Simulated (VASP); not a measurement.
# TiO2 (P4_2/mnm) in VASP: a series of runs, part 2 of 2

VASP 6.6.1. Earlier steps stand in the parts before.

### Step 3. Single point, PBE+U

This run uses another cell than the first one, of 11.64 Å³/atom.

Input file INCAR:

```
SYSTEM = TiO2
PREC = Accurate
ENCUT = 520
EDIFF = 1E-6
ISMEAR = 0
SIGMA = 0.05
LREAL = .FALSE.
LASPH = .TRUE.
NELM = 150
ALGO = Normal
ISIF = 2
LWAVE = .FALSE.
LCHARG = .FALSE.
LMAXMIX = 4
LDAU = .TRUE.
LDAUTYPE = 2
LDAUL = 2 -1
LDAUU = 4 0
LDAUJ = 0 0
LDAUPRINT = 1
GGA = PE
NBANDS = 33
```

Input file KPOINTS:

```
regular mesh
0
G
  6 6 8
  0 0 0
```

Input file POSCAR:

```
TiO2
1.0
    4.7689942829      0.0000000000      0.0000000000
    0.0000000000      4.7689942829      0.0000000000
    0.0000000000      0.0000000000      3.0712564114
Ti O
2 4
Direct
    0.0000000000      0.0000000000      0.0000000000
    0.5000000000      0.5000000000      0.5000000000
    0.3049600000      0.3049600000      0.0000000000
    0.1950400000      0.8049600000      0.5000000000
    0.6950400000      0.6950400000      0.0000000000
    0.8049600000      0.1950400000      0.5000000000
```

Potentials or basis: VASP PAW PBE potentials, release 64 (Ti_sv, O).

The run is started by

```bash
cat potpaw_PBE.64/Ti_sv/POTCAR potpaw_PBE.64/O/POTCAR > POTCAR
mpirun -np 1 vasp_std > vasp.out
```

OUTCAR:

```text
SYSTEM = TiO2
   PREC = Accurate
   ENCUT = 520
   EDIFF = 1E-6
   ISMEAR = 0
   LREAL = .FALSE.
   LASPH = .TRUE.
   NELM = 150
   ISIF = 2
   GGA = PE

 ion  position               nearest neighbor table
   1  0.000  0.000  0.000-   4 2.02   6 2.02   4 2.02   6 2.02   5 2.06   3 2.06
   2  0.500  0.500  0.500-   3 2.02   5 2.02   3 2.02   5 2.02   4 2.06   6 2.06
   3  0.305  0.305  0.000-   2 2.02   2 2.02   1 2.06
   4  0.195  0.805  0.500-   1 2.02   1 2.02   2 2.06
   5  0.695  0.695  0.000-   2 2.02   2 2.02   1 2.06
   6  0.805  0.195  0.500-   1 2.02   1 2.02   2 2.06

  LATTYP: Found a simple tetragonal cell.
 ALAT       =     4.7689942829
 C/A-ratio  =     0.6440050521

  Lattice vectors:

 A1 = (   4.7689942829,   0.0000000000,   0.0000000000)
 A2 = (   0.0000000000,   4.7689942829,   0.0000000000)
 A3 = (   0.0000000000,   0.0000000000,   3.0712564114)

Analysis of symmetry for initial positions (statically):
=====================================================================
 Subroutine PRICEL returns:
 Original cell was already a primitive cell.

 Routine SETGRP: Setting up the symmetry group for a
 simple tetragonal supercell.

 Subroutine GETGRP returns: Found 16 space group operations
 (whereof  8 operations were pure point group operations)
 out of a pool of 16 trial point group operations.

The static configuration has the point symmetry D_2h.
 The point group associated with its full space group is D_4h.

Analysis of symmetry for dynamics (positions and initial velocities):
[... 222 lines left out ...]
  o =  0.0962  v =  0.0000  0.0000  0.0000  0.0000  1.0000  0.0000  0.0000  0.0000  0.0000  0.0000      0.0000  0.0000  0.0000  0.0000  0.0000  0.0000  0.0000  0.0000  0.0000  0.0000
  o =  0.0962  v =  0.0000  0.0000  0.0000  0.0000  0.0000  0.0000  0.0000  0.0000  0.0000  1.0000      0.0000  0.0000  0.0000  0.0000  0.0000  0.0000  0.0000  0.0000  0.0000  0.0000
  o =  0.2255  v = -0.8375  0.0000 -0.5465  0.0000  0.0000  0.0000  0.0000  0.0000  0.0000  0.0000      0.0000  0.0000  0.0000  0.0000  0.0000  0.0000  0.0000  0.0000  0.0000  0.0000
  o =  0.2255  v =  0.0000  0.0000  0.0000  0.0000  0.0000 -0.8375  0.0000 -0.5465  0.0000  0.0000      0.0000  0.0000  0.0000  0.0000  0.0000  0.0000  0.0000  0.0000  0.0000  0.0000
  o =  0.2542  v =  0.0000  0.0000  0.0000  0.0000  0.0000  0.0000 -0.7071  0.0000 -0.7071  0.0000      0.0000  0.0000  0.0000  0.0000  0.0000  0.0000  0.0000  0.0000  0.0000  0.0000
  o =  0.2542  v =  0.0000 -0.7071  0.0000 -0.7071  0.0000  0.0000  0.0000  0.0000  0.0000  0.0000      0.0000  0.0000  0.0000  0.0000  0.0000  0.0000  0.0000  0.0000  0.0000  0.0000

 number of electron      47.9999987 magnetization

 Free energy of the ion-electron system (eV)
  ---------------------------------------------------
  ext. energy  EPLUGINS =         0.00000000
  ---------------------------------------------------
  free energy    TOTEN  =       -48.32002129 eV

  energy without entropy =      -48.32002129  energy(sigma->0) =      -48.32002129

 E-fermi :   4.3596     XC(G=0): -10.8409

 val. band max:        4.0550661222   @ k =   0.0000   0.0000   0.0000
 cond. band min:       6.1275798832   @ k =   0.5000   0.5000   0.0000
 fundamental gap:      2.0725137610
 Fermi energy:         4.3595662803

 k-point     1 :       0.0000    0.0000    0.0000
  band No.  band energies     occupation
      1     -54.3721      2.00000
      2     -54.3636      2.00000
      3     -30.5361      2.00000
      4     -30.5361      2.00000
      5     -30.4445      2.00000
      6     -30.4445      2.00000
[... 853 lines left out ...]
     32       8.2994      0.00000
     33       9.6789      0.00000

 [... further k-points ...]

------------------------ aborting loop because EDIFF is reached ----------------------------------------

  FORCE on cell =-STRESS in cart. coord.  units (eV):
  Direction    XX          YY          ZZ          XY          YZ          ZX
  --------------------------------------------------------------------------------------
  -------------------------------------------------------------------------------------
  Total       -4.6602171     -4.6602171     -5.5683014      0.0000000      0.0000000      0.0000000
  in kB     -106.8924561   -106.8924561   -127.7213892      0.0000000      0.0000000      0.0000000
  external PRESSURE =    -113.8354338 kB  Pullay stress =       0.0000000 kB

 VOLUME and BASIS-vectors are now :
 -----------------------------------------------------------------------------
  energy-cutoff  :      520.00
  volume of cell :       69.85
      direct lattice vectors                 reciprocal lattice vectors
     4.768994283  0.000000000  0.000000000     0.209687817  0.000000000  0.000000000
     0.000000000  4.768994283  0.000000000     0.000000000  0.209687817  0.000000000
     0.000000000  0.000000000  3.071256411     0.000000000  0.000000000  0.325599646

 POSITION                                       TOTAL-FORCE (eV/Angst)
 -----------------------------------------------------------------------------------
      0.00000      0.00000      0.00000         0.000000      0.000000      0.000000
      2.38450      2.38450      1.53563         0.000000      0.000000      0.000000
      1.45435      1.45435      0.00000         0.192395      0.192395     -0.000000
      0.93014      3.83885      1.53563        -0.192395      0.192395      0.000000
      3.31464      3.31464      0.00000        -0.192395     -0.192395      0.000000
      3.83885      0.93014      1.53563         0.192395     -0.192395      0.000000
 -----------------------------------------------------------------------------------
    total drift:                                0.000000      0.000000     -0.000000

  FREE ENERGIE OF THE ION-ELECTRON SYSTEM (eV)
  ---------------------------------------------------
  free  energy   TOTEN  =       -48.3200212867 eV

  energy  without entropy=      -48.3200212867  energy(sigma->0) =      -48.32002129
```

OSZICAR:

```text
N       E                     dE             d eps       ncg     rms          rms(c)
DAV:   1     0.650200942531E+03    0.65020E+03   -0.24005E+04  3300   0.168E+03
DAV:   2     0.253032210108E+02   -0.62490E+03   -0.58230E+03  3672   0.504E+02
DAV:   3    -0.640976418427E+02   -0.89401E+02   -0.87899E+02  4504   0.184E+02
DAV:   4    -0.685345594648E+02   -0.44369E+01   -0.44248E+01  4867   0.392E+01
DAV:   5    -0.687223029430E+02   -0.18774E+00   -0.18771E+00  4429   0.620E+00    0.290E+01
DAV:   6    -0.483121281604E+02    0.20410E+02   -0.87846E+01  4443   0.852E+01    0.999E+00
DAV:   7    -0.485224015255E+02   -0.21027E+00   -0.12262E+01  4352   0.256E+01    0.673E+00
DAV:   8    -0.483641600916E+02    0.15824E+00   -0.50737E-01  4482   0.575E+00    0.484E+00
DAV:   9    -0.483387452210E+02    0.25415E-01   -0.76842E-01  4319   0.838E+00    0.176E+00
DAV:  10    -0.483283750578E+02    0.10370E-01   -0.19833E-01  4524   0.410E+00    0.746E-01
DAV:  11    -0.483222715321E+02    0.61035E-02   -0.53800E-02  4352   0.134E+00    0.432E-01
DAV:  12    -0.483207783129E+02    0.14932E-02   -0.11575E-02  4336   0.117E+00    0.207E-01
DAV:  13    -0.483200286695E+02    0.74964E-03   -0.22174E-03  4373   0.558E-01    0.359E-02
DAV:  14    -0.483200280841E+02    0.58542E-06   -0.18471E-04  3951   0.841E-02    0.214E-02
DAV:  15    -0.483200217545E+02    0.63296E-05   -0.34071E-05  4671   0.605E-02    0.746E-03
DAV:  16    -0.483200212867E+02    0.46780E-06   -0.34292E-06  3224   0.155E-02
   1 F= -.48320021E+02 E0= -.48320021E+02  d E =-.765295E-20
```

stdout:

```text
POSCAR found type information on POSCAR TiO
 POSCAR found :  2 types and       6 ions
 scaLAPACK will be used
 LDA part: xc-table for (Slater+PW92), standard interpolation
 POSCAR, INCAR and KPOINTS ok, starting setup
 FFT: planning ... GRIDC
 FFT: planning ... GRID_SOFT
 FFT: planning ... GRID
 WAVECAR not read
 entering main loop
```

It took 2.7 min on 1 thread of Intel Xeon 8259CL, shared host; peak memory 0.23 GiB.

What came out:

| Quantity | Value |
| --- | --- |
| Free energy | -48.3200 eV |
| Pressure | -11.4 GPa |
| Largest force | 0.272 eV/Å |
| Band gap on the k mesh | 2.07 eV (least direct gap 2.09 eV) |

Forces in eV/Å, atoms in the order of the input:
```
Ti   0.000  0.000  0.000
Ti   0.000  0.000  0.000
O    0.192  0.192  0.000
O   -0.192  0.192  0.000
O   -0.192 -0.192  0.000
O    0.192 -0.192  0.000
```

Stress tensor (GPa, compression positive):
```
-10.69   0.00   0.00
  0.00 -10.69   0.00
  0.00   0.00 -12.77
```

Eigenvalues of the final occupation matrices:
```csv
site,spin,trace,eigenvalues
site 1 d,1,0.74,0.07 0.09 0.10 0.23 0.25
site 1 d,2,0.74,0.07 0.09 0.10 0.23 0.25
site 2 d,1,0.74,0.07 0.09 0.10 0.23 0.25
site 2 d,2,0.74,0.07 0.09 0.10 0.23 0.25
```

Caveat: the cell stands under tension.
